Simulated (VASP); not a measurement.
**CsRe2: single point with PBE**

The system is CsRe2.

```xyz
3
Lattice="0.0000 3.1198 3.1198 3.1198 0.0000 3.1198 3.1198 3.1198 0.0000" Properties=species:S:1:pos:R:3 pbc="T T T"
Cs    0.0000    0.0000    0.0000
Re    1.5599    1.5599    1.5599
Re    4.6797    4.6797    4.6797
```

```json
{
  "Program": "VASP 6.6.1",
  "Task": "single point",
  "Functional": "PBE",
  "Potentials or basis": "VASP PAW PBE potentials, release 64 (Cs_sv, Re_sv_GW)",
  "Cutoff": "560 eV",
  "k mesh": "4 × 4 × 4",
  "Occupations": "gaussian, width 0.1 eV",
  "Spin": "no spin polarisation",
  "Dipole correction": "no",
  "Further INCAR settings": "ALGO = Normal; EDIFF = 1e-06; NBANDS = 26"
}
```

```json
{"Pressure": "4.3 GPa", "Band gap on the k mesh": "zero (an odd number of electrons rules out a gap without spin polarisation)"}
```

Levels at points of the mesh, in eV from the Fermi level:
```
           k point  band 15  band 16  band 17  band 18  band 19  band 20  band 21  band 22  band 23  band 24
(0.00, 0.00, 0.00)    -4.01    -0.01    -0.01    -0.01     0.65     0.65     0.65     2.36     2.36     2.81
(0.50, 0.00, 0.00)    -2.48    -2.06    -1.73    -1.73    -1.29    -1.29     0.13     1.81     1.81     2.81
(0.50, 0.50, 0.00)    -3.09    -1.45    -1.45    -0.43    -0.43     0.08     0.79     2.21     2.23     3.58
```

Wall time 12 s on 1 thread of Intel(R) Xeon(R) 6975P-C (Granite Rapids), with other jobs on the host, peak memory 0.21 GiB.

Caveat: the k points lie up to 0.44 Å⁻¹ apart, too coarse for converged energies and pressures of a metal; spin-orbit coupling is left out, which moves the levels of the heavy elements.
